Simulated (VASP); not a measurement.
Runs of VASP 6.6.1 on Ru. The structure is that of space group P6_3/mmc (No. 194), or close to it. The cells are those of the table. 

| cell | gap on the mesh (eV) | pressure (GPa) |
| --- | --- | --- |
| a = 2.680, b = 2.680, c = 4.376 Å, angles 90.0, 90.0, 120.0°, 2 atoms | none | -3.9 |
| a = 2.711, b = 2.711, c = 4.250 Å, angles 90.0, 90.0, 120.0°, 2 atoms | none | -1.8 |
| a = 2.661, b = 2.661, c = 4.182 Å, angles 90.0, 90.0, 120.0°, 2 atoms | none | 18.0 |
| a = 2.684, b = 2.684, c = 4.214 Å, angles 90.0, 90.0, 120.0°, 2 atoms | none | (b) |
| a = 2.640, b = 2.640, c = 4.153 Å, angles 90.0, 90.0, 120.0°, 2 atoms | none | (a) |

Alike in all rows: task single point; level PBE+D3(BJ); potentials or basis VASP PAW PBE potentials, release 64 (Ru_pv); no spin polarisation; k mesh 10 × 10 × 5; cutoff (eV) 520; smearing fermi-dirac 0.05 eV.

Problem. Fill in the values left out.

Solution. (a) 27.9; (b) 8.1.

Caveats: three body term missing; pairwise dispersion overbinds metals, which lowers pressure and volume.

A k mesh can miss the band edges, and the runs leave out spin-orbit coupling on Ru.

A gap of «none» marks levels without a gap at the run's occupations.
